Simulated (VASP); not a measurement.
# Ti (Fm-3m) in VASP: notebook, part 3 of 3

VASP 6.6.1.

### Step 6. Single point, PBEsol (volume scaled by 0.88)

INCAR

```
ALGO = Normal
EDIFF = 1E-6
ENCUT = 520
GGA = PS
ISIF = 2
ISMEAR = -1
LASPH = True
LCHARG = False
LREAL = False
LWAVE = False
NBANDS = 12
NELM = 100
PREC = Accurate
SIGMA = 0.1
```

KPOINTS

```
k-points
0
Gamma
  16 16 16
```

POSCAR

```
Ti
1.0
    0.0000000000      1.9449464932      1.9449464932
    1.9449464932      0.0000000000      1.9449464932
    1.9449464932      1.9449464932      0.0000000000
Ti
1
Direct
    0.0000000000      0.0000000000      0.0000000000
```

Potentials or basis: VASP PAW PBE potentials, release 64 (Ti_sv).

On the command line:

```bash
cat potpaw_PBE.64/Ti_sv/POTCAR > POTCAR
mpirun -np 1 vasp_std > vasp.out
```

OUTCAR:

```text
EDIFF = 1E-6
   ENCUT = 520
   GGA = PS
   ISIF = 2
   ISMEAR = -1
   LASPH = True
   LREAL = False
   NELM = 100
   PREC = Accurate

 ion  position               nearest neighbor table
   1  0.000  0.000  0.000-

  LATTYP: Found a face centered cubic cell.
 ALAT       =     3.8898929864

  Lattice vectors:

 A1 = (   0.0000000000,   1.9449464932,   1.9449464932)
 A2 = (   1.9449464932,   0.0000000000,   1.9449464932)
 A3 = (   1.9449464932,   1.9449464932,   0.0000000000)

Analysis of symmetry for initial positions (statically):
=====================================================================
 Subroutine PRICEL returns:
 Original cell was already a primitive cell.

 Routine SETGRP: Setting up the symmetry group for a
 face centered cubic supercell.

 Subroutine GETGRP returns: Found 48 space group operations
 (whereof 48 operations were pure point group operations)
 out of a pool of 48 trial point group operations.

The static configuration has the point symmetry O_h .

Analysis of symmetry for dynamics (positions and initial velocities):
=====================================================================
 Subroutine PRICEL returns:
 Original cell was already a primitive cell.

 Routine SETGRP: Setting up the symmetry group for a
 face centered cubic supercell.

 Subroutine GETGRP returns: Found 48 space group operations
 (whereof 48 operations were pure point group operations)
 out of a pool of 48 trial point group operations.

The dynamic configuration has the point symmetry O_h .

 Subroutine INISYM returns: Found 48 space group operations
 (whereof 48 operations are pure point group operations),
 and found     1 'primitive' translations

----------------------------------------------------------------------------------------

                                     Primitive cell

  volume of cell :      14.7148

  direct lattice vectors                    reciprocal lattice vectors
     0.000000000  1.944946493  1.944946493    -0.257076481  0.257076481  0.257076481
     1.944946493  0.000000000  1.944946493     0.257076481 -0.257076481  0.257076481
     1.944946493  1.944946493  0.000000000     0.257076481  0.257076481 -0.257076481

  length of vectors
     2.750569709  2.750569709  2.750569709     0.445269526  0.445269526  0.445269526

  position of ions in fractional coordinates (direct lattice)
     0.000000000  0.000000000  0.000000000

  ion indices of the primitive-cell ions
   primitive index   ion index
                 1           1

----------------------------------------------------------------------------------------

 KPOINTS: k-points

Automatic generation of k-mesh.
 Grid dimensions read from file:
 generate k-points for:   16   16   16

 Generating k-lattice:

  Cartesian coordinates                     Fractional coordinates (reciprocal lattice)
    -0.016067280  0.016067280  0.016067280     0.062500000  0.000000000  0.000000000
     0.016067280 -0.016067280  0.016067280     0.000000000  0.062500000  0.000000000
     0.016067280  0.016067280 -0.016067280     0.000000000  0.000000000  0.062500000

  Length of vectors
     0.027829345  0.027829345  0.027829345

  Shift w.r.t. Gamma in fractional coordinates (k-lattice)
     0.000000000  0.000000000  0.000000000

 Subroutine IBZKPT returns following result:
 ===========================================

 Found    145 irreducible k-points:

 Following reciprocal coordinates:
            Coordinates               Weight
  0.000000  0.000000  0.000000      1.000000
  0.062500  0.000000  0.000000      8.000000
  0.125000  0.000000  0.000000      8.000000
  0.187500  0.000000  0.000000      8.000000
  0.250000  0.000000  0.000000      8.000000
  0.312500  0.000000  0.000000      8.000000
[... 16 lines left out ...]
 -0.125000  0.062500  0.000000     24.000000
 -0.062500  0.062500  0.000000     12.000000
 [... further k-points ...]
   k-points           NKPTS =    145   k-points in BZ     NKDIM =    145   number of bands    NBANDS=     12
   number of dos      NEDOS =    301   number of ions     NIONS =      1
   total plane-waves  NPLWV =   8000
   dimension x,y,z NGX =    20 NGY =   20 NGZ =   20
   dimension x,y,z NGXF=    40 NGYF=   40 NGZF=   40
   ions per type =               1
   NGX,Y,Z   is equivalent  to a cutoff of  12.09, 12.09, 12.09 a.u.
   NGXF,Y,Z  is equivalent  to a cutoff of  24.18, 24.18, 24.18 a.u.
 SYSTEM =  unknown system
   PREC   = accura    normal or accurate (medium, high low for compatibility)
   ISTART =      0    job   : 0-new  1-cont  2-samecut
   ICHARG =      2    charge: 1-file 2-atom 10-const
   ISPIN  =      1    spin polarized calculation?
   LNONCOLLINEAR =      F non collinear calculations
   LSORBIT =      F    spin-orbit coupling
   LASPH  =      T    aspherical Exc in radial PAW
   ENCUT  =  520.0 eV  38.22 Ry    6.18 a.u.   5.11  5.11  5.11*2*pi/ulx,y,z
   NELM   =    100;   NELMIN=  2; NELMDL= -5     # of ELM steps
   EDIFF  = 0.1E-05   stopping-criterion for ELM
   LREAL  =      F    real-space projection
   EDIFFG = 0.1E-04   stopping-criterion for IOM
   NSW    =      0    number of steps for IOM
   IBRION =     -1    ionic relax: 0-MD 1-quasi-New 2-CG
   NFREE  =      0    steps in history (QN), initial steepest desc. (CG)
   ISIF   =      2    stress and relaxation
   ISYM   =      2    0-nonsym 1-usesym 2-fastsym
   POTIM  = 0.5000    time-step for ionic-motion
   TEBEG  =    0.0;   TEEND  =   0.0 temperature during run
   PSTRESS=    0.0 pullay stress
   NELECT =      12.0000    total number of electrons
   NUPDOWN=      -1.0000    fix difference up-down
   EMIN   =  10.00;   EMAX   =-10.00  energy-range for DOS
   EFERMI =   0.00;   METHOD = LEGACY
   ISMEAR =    -1;   SIGMA  =   0.10  broadening in eV -4-tet -1-fermi 0-gaus
   EFERMI_NEDOS =   21; number of points for ismear=-14 and -15
   IALGO  =     38    algorithm
   IMIX   =      4    mixing-type and parameters
     AMIX     =   0.40;   BMIX     =  1.00
     AMIX_MAG =   1.60;   BMIX_MAG =  1.00
  volume/ion in A,a.u.               =      14.71        99.30
  Fermi-wavevector in a.u.,A,eV,Ry     =   1.529505  2.890345 31.829276  2.339386
  Thomas-Fermi vector in A             =   2.637117
   LORBIT       =      0    0 simple, 1 ext, 2 COOP (PROOUT), +10 PAW based schemes
   GGA     = PS    functional components
   LHFCALC =     F    Hartree Fock is set to
   AEXX    =    0.0000 exact exchange contribution
   IVDW    =     0    specifies the selected vdW correction
   LEPSILON=     F    determine dielectric tensor
   LRPA    =     F    only Hartree local field effects (RPA)
 non-spin polarized calculation
  energy-cutoff  :      520.00
  volume of cell :       14.71
 maximum number of plane-waves:       415
   NGX = 11   NGY = 11   NGZ = 11

 number of electron      12.0000001 magnetization

 Free energy of the ion-electron system (eV)
  ---------------------------------------------------
  ext. energy  EPLUGINS =         0.00000000
  ---------------------------------------------------
  free energy    TOTEN  =        -8.21192414 eV

  energy without entropy =       -8.16478724  energy(sigma->0) =       -8.18835569

 E-fermi :   9.9720     XC(G=0): -12.4513

 val. band max:        9.9712998966   @ k =  -0.3125   0.3125   0.0000
 cond. band min:       9.9833819479   @ k =  -0.3125   0.0625   0.0000
 fundamental gap:      0.0120820513
 Fermi energy:         9.9720495963

 k-point     1 :       0.0000    0.0000    0.0000
  band No.  band energies     occupation
      1     -46.2603      2.00000
      2     -21.9573      2.00000
      3     -21.9573      2.00000
      4     -21.9573      2.00000
      5       3.5224      2.00000
      6      10.9286      0.00014
      7      10.9286      0.00014
      8      10.9286      0.00014
      9      12.9659      0.00000
     10      12.9659      0.00000
     11      26.1560      0.00000
     12      31.4318      0.00000
[... 331 lines left out ...]
 k-point    24 :      -0.0625    0.0625    0.0000
  band No.  band energies     occupation
      1     -46.2367      2.00000
      2     -22.0679      2.00000
      3     -21.9884      2.00000
      4     -21.9642      2.00000
      5       3.9150      2.00000
      6      10.6642      0.00197
      7      11.0695      0.00003
      8      11.0920      0.00003
      9      12.7629      0.00000
     10      12.9755      0.00000
     11      26.5799      0.00000
     12      29.4349      0.00000

 [... further k-points ...]

------------------------ aborting loop because EDIFF is reached ----------------------------------------

  FORCE on cell =-STRESS in cart. coord.  units (eV):
  Direction    XX          YY          ZZ          XY          YZ          ZX
  --------------------------------------------------------------------------------------
  -------------------------------------------------------------------------------------
  Total        1.6056562      1.6056562      1.6056562      0.0000000      0.0000000      0.0000000
  in kB      174.8276686    174.8276686    174.8276686      0.0000000      0.0000000      0.0000000
  external PRESSURE =     174.8276686 kB  Pullay stress =       0.0000000 kB

 VOLUME and BASIS-vectors are now :
 -----------------------------------------------------------------------------
  energy-cutoff  :      520.00
  volume of cell :       14.71
      direct lattice vectors                 reciprocal lattice vectors
     0.000000000  1.944946493  1.944946493    -0.257076481  0.257076481  0.257076481
     1.944946493  0.000000000  1.944946493     0.257076481 -0.257076481  0.257076481
     1.944946493  1.944946493  0.000000000     0.257076481  0.257076481 -0.257076481

 POSITION                                       TOTAL-FORCE (eV/Angst)
 -----------------------------------------------------------------------------------
      0.00000      0.00000      0.00000         0.000000     -0.000000      0.000000
 -----------------------------------------------------------------------------------
    total drift:                                0.000000      0.000000      0.000000

  FREE ENERGIE OF THE ION-ELECTRON SYSTEM (eV)
  ---------------------------------------------------
  free  energy   TOTEN  =        -8.2119241423 eV

  energy  without entropy=       -8.1647872387  energy(sigma->0) =       -8.18835569
```

OSZICAR:

```text
N       E                     dE             d eps       ncg     rms          rms(c)
DAV:   1     0.857606174258E+02    0.85761E+02   -0.66516E+03  3500   0.126E+03
DAV:   2    -0.494976547400E+01   -0.90710E+02   -0.88012E+02  3536   0.301E+02
DAV:   3    -0.897713786068E+01   -0.40274E+01   -0.39888E+01  4716   0.642E+01
DAV:   4    -0.906192484376E+01   -0.84787E-01   -0.84732E-01  3932   0.800E+00
DAV:   5    -0.906404926496E+01   -0.21244E-02   -0.21243E-02  4196   0.108E+00    0.105E+01
DAV:   6    -0.820540451359E+01    0.85864E+00   -0.17057E+00  3820   0.202E+01    0.307E+00
DAV:   7    -0.819524143567E+01    0.10163E-01   -0.13006E-01  4304   0.444E+00    0.150E+00
DAV:   8    -0.821170629853E+01   -0.16465E-01   -0.53129E-02  3608   0.272E+00    0.180E-01
DAV:   9    -0.821180492472E+01   -0.98626E-04   -0.49121E-03  4284   0.768E-01    0.111E-01
DAV:  10    -0.821194610440E+01   -0.14118E-03   -0.41508E-04  3740   0.222E-01    0.235E-02
DAV:  11    -0.821192458794E+01    0.21516E-04   -0.32145E-05  4184   0.684E-02    0.995E-03
DAV:  12    -0.821192414232E+01    0.44562E-06   -0.12445E-06  3328   0.133E-02
   1 F= -.82119241E+01 E0= -.81883557E+01  d E =-.471369E-01
```

stdout:

```text
POSCAR found type information on POSCAR Ti
 POSCAR found :  1 types and       1 ions
 scaLAPACK will be used
 -----------------------------------------------------------------------------
|                                                                             |
|                                                                             |
|     You enforced a specific xc type in the INCAR file but a different       |
|     I HOPE YOU KNOW WHAT YOU ARE DOING!                                     |
|                                                                             |
 -----------------------------------------------------------------------------

 LDA part: xc-table for (Slater+PW92), standard interpolation
 POSCAR, INCAR and KPOINTS ok, starting setup
 FFT: planning ... GRIDC
 FFT: planning ... GRID_SOFT
 FFT: planning ... GRID
 WAVECAR not read
 entering main loop
```

Run time: 32 s. Hardware: 1 thread of Intel Xeon 8259CL, shared host; peak memory 0.14 GiB.

What came out:

```
Free energy            : -8.2119 eV
Pressure               : 17.5 GPa
Band gap on the k mesh : zero (band 6 reaches 10.93 eV, above the bottom of band 7 at 9.53 eV)
```

Caveat: the PAW data sets were made with another functional, which shifts forces and pressure a little.

### Step 7. The runs side by side

```tsv
cell	gap on the mesh (eV)	pressure (GPa)
a = 2.278 Å, angles 60.0°, 1 atom	none	230.4
a = 2.394 Å, angles 60.0°, 1 atom	none	143.2
a = 2.524 Å, angles 60.0°, 1 atom	none	79.7
a = 2.642 Å, angles 60.0°, 1 atom	none	41.5
a = 2.751 Å, angles 60.0°, 1 atom	none	17.5
```

Alike in all rows: task single point; level PBEsol; potentials or basis VASP PAW PBE potentials, release 64 (Ti_sv); no spin polarisation; k mesh 16 × 16 × 16; cutoff (eV) 520; smearing fermi-dirac 0.1 eV.

Caveats: the PAW data sets were made with another functional, which shifts forces and pressure a little.

Total energies depend on the potentials used, so only differences within one code and one set of settings carry meaning.
